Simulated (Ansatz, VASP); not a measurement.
# CaOs2 in VASP and in Ansatz

```
CELL_PARAMETERS angstrom
2.76317 0.00000 0.00000
0.00000 2.76317 0.00000
0.00000 0.00000 7.19339
ATOMIC_POSITIONS crystal
Ca 0.00000 0.00000 0.00000
Os 0.50000 0.50000 0.33970
Os 0.50000 0.50000 0.66030
```

Change from the starting cell: species swapped into the Ga2Cu type (P4/mmm, No. 123).

Alike in both runs: functional PBE; k mesh 6 × 6 × 4; occupations gaussian, width 0.1 eV; no spin polarisation.

Ansatz relaxed the structure, and its values are those at the end. VASP's run is a single point on that final structure, the one shown.

```csv
,VASP,Ansatz
version,VASP 6.6.1,Ansatz 0.2.0
potentials or method,"VASP PAW PBE potentials, release 64 (Ca_sv, Os_sv_GW), cutoff 560 eV","scalar-relativistic, plane waves, PAW"
valence electrons in the cell,42,42
```

Ansatz gave:

* gap on the k mesh at the Fermi level (eV): none
* pressure (GPa): 0.3
* rms of the force components (eV/Å): 0.004

Question: What did VASP give for the same quantities?

Answer: gap on the k mesh at the Fermi level (eV): none; pressure (GPa): -0.2; rms of the force components (eV/Å): 0.032.

A gap of «none» marks a metal or a gap that the smearing closes.

The k mesh is coarse, so the values compare programs but aren't converged. Neither program's run includes spin-orbit coupling.
